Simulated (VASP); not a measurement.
Crystal: C.

```
CELL_PARAMETERS angstrom
2.45611 0.00000 0.00000
-1.22807 2.12705 0.00000
0.00000 0.00000 7.17327
ATOMIC_POSITIONS crystal
C 0.08338 0.91662 0.75314
C 0.58338 0.41662 0.24686
C 0.91662 0.08338 0.24686
C 0.41662 0.58338 0.75314
```

Base run:

```yaml
Program: VASP 6.6.1
Functional: LDA
Potentials_or_basis: VASP PAW LDA potentials, release 64 (C)
Cutoff: 520 eV
k_mesh: 8 × 8 × 3
Occupations: fermi-dirac, width 0.1 eV
Spin: no spin polarisation
```

Its results: band gap on the k mesh 1.31 eV; pressure -3.2 GPa; largest force 0.049 eV/Å.

Question: After a change of settings the same cell gave: band gap on the k mesh 1.97 eV; pressure -3.0 GPa; largest force 0.062 eV/Å. Which change was it?
A. k mesh from 8 × 8 × 3 to 10 × 10 × 3; further incar settings from ALGO = Normal; EDIFF = 1e-06; NBANDS = 16 to ALGO = Normal; EDIFF = 1e-07; NBANDS = 16
B. k mesh from 8 × 8 × 3 to 3 × 3 × 1; further incar settings from ALGO = Normal; EDIFF = 1e-06; NBANDS = 16 to ALGO = Normal; EDIFF = 1e-07; NBANDS = 16
C. k mesh from 8 × 8 × 3 to 13 × 13 × 4
D. k mesh from 8 × 8 × 3 to 5 × 5 × 2

Answer: D.

Caveats: some runs use coarse meshes.
